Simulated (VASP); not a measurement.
**RbBr: single point with r2SCAN**

Crystal: RbBr.

```xyz
2
Lattice="0.0000 3.4611 3.4611 3.4611 0.0000 3.4611 3.4611 3.4611 0.0000" Properties=species:S:1:pos:R:3 pbc="T T T"
Rb    0.0000    0.0000    0.0000
Br    3.4611    3.4611    3.4611
```

```yaml
Program: VASP 6.6.1
Task: single point
Functional: r2SCAN
Potentials_or_basis: VASP PAW PBE potentials, release 64 (Rb_sv, Br)
Cutoff: 520 eV
k_mesh: 4 × 4 × 4
Occupations: gaussian, width 0.01 eV
Spin: no spin polarisation
Dipole_correction: no
Further_INCAR_settings: ALGO = Normal; EDIFF = 1e-06; NBANDS = 15
```

```json
{"Pressure": "0.0 GPa", "Band gap on the k mesh": "4.89 eV, direct"}
```

Levels at points of the mesh, in eV from the valence-band top:
| k point | band 6 | band 7 | band 8 | band 9 | band 10 | band 11 |
| --- | --- | --- | --- | --- | --- | --- |
| (0.00, 0.00, 0.00) | 0.00 | 0.00 | 0.00 | 4.89 | 7.87 | 7.87 |
| (0.50, 0.00, 0.00) | -0.92 | -0.32 | -0.32 | 7.21 | 8.17 | 10.13 |
| (0.50, 0.50, 0.00) | -0.47 | -0.16 | -0.16 | 6.09 | 7.84 | 9.56 |

It took 21 s on 1 thread of Intel(R) Xeon(R) Platinum 8481C CPU @ 2.70GHz (Sapphire Rapids), with other jobs on the host, peak memory 0.22 GiB.

Caveat: the PAW data sets were made with another functional, which shifts forces and pressure a little. r2SCAN opens gaps a little over a GGA but as a rule still falls short of measured ones.
